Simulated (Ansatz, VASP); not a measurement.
## BP4 in VASP and in Ansatz

```
CELL_PARAMETERS angstrom
6.99035 0.00000 0.00000
0.00000 1.63123 7.16689
0.00000 -1.63123 7.16689
ATOMIC_POSITIONS crystal
B 0.50000 0.44610 0.44610
B 0.00000 0.55234 0.55234
P 0.50000 0.86904 0.86904
P 0.00000 0.12997 0.12997
P 0.21456 0.46162 0.46162
P 0.78544 0.46162 0.46162
P 0.73836 0.21481 0.21481
P 0.26164 0.21481 0.21481
P 0.81222 0.82269 0.82269
P 0.18778 0.82269 0.82269
```

Change from the starting cell: the structure that the rattled cell fell into.

Alike in both runs: functional PBE; k mesh 4 × 6 × 6; occupations gaussian, width 0.1 eV; no spin polarisation.

Ansatz relaxed the structure, and its values are those at the end. VASP's run is a single point on that final structure, the one shown.

|  | VASP | Ansatz |
| --- | --- | --- |
| version | VASP 6.6.1 | Ansatz 0.2.0 |
| potentials or method | VASP PAW PBE potentials, release 64 (B, P), cutoff 520 eV | scalar-relativistic, plane waves, PAW |
| valence electrons in the cell | 46 | 46 |

|  | VASP | Ansatz | Ansatz less VASP |
| --- | --- | --- | --- |
| gap on the k mesh at the Fermi level (eV) | none | none | - |
| pressure (GPa) | -0.2 | 0.0 | +0.24 |
| rms of the force components (eV/Å) | 0.021 | 0.006 | -0.0156 |

A gap of «none» marks a metal or a gap that the smearing closes. With one functional, cell and mesh, what is left measures potentials, basis and numerics.
